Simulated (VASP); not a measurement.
Here is a VASP 6.6.1 calculation.

File INCAR:

```
PREC = Accurate ; ENCUT = 520
EDIFF = 1E-6 ; ISMEAR = -1
SIGMA = 0.02 ; LREAL = False
LASPH = True ; NELM = 60
ALGO = Normal ; ISIF = 2
LWAVE = False ; LCHARG = False
GGA = PE ; NBANDS = 16
```

Contents of KPOINTS:

```
regular mesh
0
Gamma
  8 8 8
```

The input POSCAR:

```
GaAs
1.0
    0.0000000000      2.8718964307      2.8000073757
    2.8718964307      0.0000000000      2.8000073757
    2.8718964307      2.8718964307      0.0000000000
Ga As
1 1
Direct
    0.0000000000      0.0000000000      0.0000000000
    0.2500000000      0.2500000000      0.2500000000
```

Potentials or basis: VASP PAW PBE potentials, release 64 (Ga_d, As).

The run is started by

```bash
$ cat potpaw_PBE.64/Ga_d/POTCAR potpaw_PBE.64/As/POTCAR > POTCAR
$ mpirun -np 1 vasp_std > vasp.out
```

**Question.** Predict the pressure.

**Answer.** 1.8 GPa.

**Question.** Estimate the band gap on the k mesh.

**Answer.** 0.26 eV.

Stress tensor (GPa, compression positive):
```
1.35 0.00 0.00
0.00 1.35 0.00
0.00 0.00 2.77
```

Caveat: the cell differs from its parent crystal (epitaxial xy strain +1.4%).
